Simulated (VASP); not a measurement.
Write the native input for VASP 6.6.1 that does the following.

* Task: single point
* Functional: revPBE
* Potentials or basis: VASP PAW PBE potentials, release 64 (Te, Mo_sv)
* Cutoff: 520 eV
* k mesh: 9 × 9 × 2
* Occupations: fermi-dirac, width 0.05 eV
* Spin: no spin polarisation
* Dipole correction: no
* Further INCAR settings: ALGO = Normal; EDIFF = 1e-06; NBANDS = 35

The structure of Te2Mo lies in POSCAR:

```
Te2Mo
1.0
    3.4706509280      0.0000000000      0.0000000000
   -1.7353254640      3.0056718713      0.0000000000
    0.0000000000      0.0000000000     13.7847444167
Te Mo
4 2
Direct
    0.6666666667      0.3333333333      0.3790000000
    0.3333333333      0.6666666667      0.8790000000
    0.6666666667      0.3333333333      0.1210000000
    0.3333333333      0.6666666667      0.6210000000
    0.6666666667      0.3333333333      0.7500000000
    0.3333333333      0.6666666667      0.2500000000
```

These files were run (other wordings do the same):

INCAR

```
PREC = Accurate ; ENCUT = 520
EDIFF = 1E-6 ; ISMEAR = -1
SIGMA = 0.05 ; LREAL = F
LASPH = T ; NELM = 80
ALGO = Normal ; ISIF = 2
LWAVE = F ; LCHARG = F
GGA = RE ; NBANDS = 35
```

KPOINTS

```
regular mesh
0
Gamma
  9 9 2
```

Potentials or basis: VASP PAW PBE potentials, release 64 (Te, Mo_sv).

Run with:

```sh
$ cat potpaw_PBE.64/Te/POTCAR potpaw_PBE.64/Mo_sv/POTCAR > POTCAR
$ mpirun -np 1 vasp_std > vasp.out
```

It gave:

- Pressure: 9.1 GPa
- Largest force: 0.855 eV/Å
- Band gap on the k mesh: 0.77 eV, indirect (least direct gap 1.10 eV)

Caveat: the PAW data sets were made with another functional, which shifts forces and pressure a little; spin-orbit coupling is left out, which moves the levels of the heavy elements; this functional lacks dispersion, which binds the layers, so the pressure and a relaxed spacing across them are unreliable.

Run time: 74 s on 1 thread of Intel(R) Xeon(R) 6975P-C (Granite Rapids) (shared host), peak memory 0.32 GiB.
